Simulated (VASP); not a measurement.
Wanted: the native input for a VASP 6.6.1 run.

| Property | Result |
| --- | --- |
| Task | single point |
| Functional | LDA |
| Potentials or basis | VASP PAW LDA potentials, release 64 (Hg, Pd) |
| Cutoff | 520 eV |
| k mesh | 8 × 8 × 6 |
| Occupations | methfessel-paxton, width 0.1 eV |
| Spin | no spin polarisation |
| Dipole correction | no |
| Further INCAR settings | ALGO = Normal; EDIFF = 1e-06; NBANDS = 18 |

The structure of HgPd (Potarite) lies in POSCAR:

```
HgPd
1.0
    3.0950204025      0.0000000000      0.0000000000
    0.0000000000      3.0950204025      0.0000000000
    0.0000000000      0.0000000000      3.7864393688
Hg Pd
1 1
Direct
    0.0000000000      0.0000000000      0.0000000000
    0.5000000000      0.5000000000      0.5000000000
```

These files were run (other wordings do the same):

INCAR

```
SYSTEM = HgPd
ALGO     = Normal         ! electronic algorithm
EDIFF    = 1E-6           ! SCF threshold, eV
ENCUT    = 520            ! plane-wave cutoff, eV
ISIF     = 2              ! what is computed and relaxed
ISMEAR   = 1              ! smearing method
LASPH    = .True.         ! aspherical terms in the spheres
LCHARG   = .False.        ! write CHGCAR
LREAL    = .False.        ! projectors in reciprocal space
LWAVE    = .False.        ! write WAVECAR
NBANDS   = 18             ! bands
NELM     = 100            ! most SCF steps
PREC     = Accurate       ! precision mode
SIGMA    = 0.1            ! smearing width, eV
```

KPOINTS

```
k-points
0
Gamma
  8 8 6
  0 0 0
```

Potentials or basis: VASP PAW LDA potentials, release 64 (Hg, Pd).

Command:

```sh
$ cat potpaw_LDA.64/Hg/POTCAR potpaw_LDA.64/Pd/POTCAR > POTCAR
$ mpirun -np 1 vasp_std > vasp.out
```

It gave:

```json
{
  "Pressure": "-11.2 GPa",
  "Band gap on the k mesh": "zero (band 11 reaches 7.56 eV, above the bottom of band 12 at 4.45 eV)"
}
```

Caveat: spin-orbit coupling is left out, which moves the levels of the heavy elements.

It took 11 s on 1 thread of Intel(R) Xeon(R) Platinum 8559C (Emerald Rapids) (shared host), peak memory 0.16 GiB.
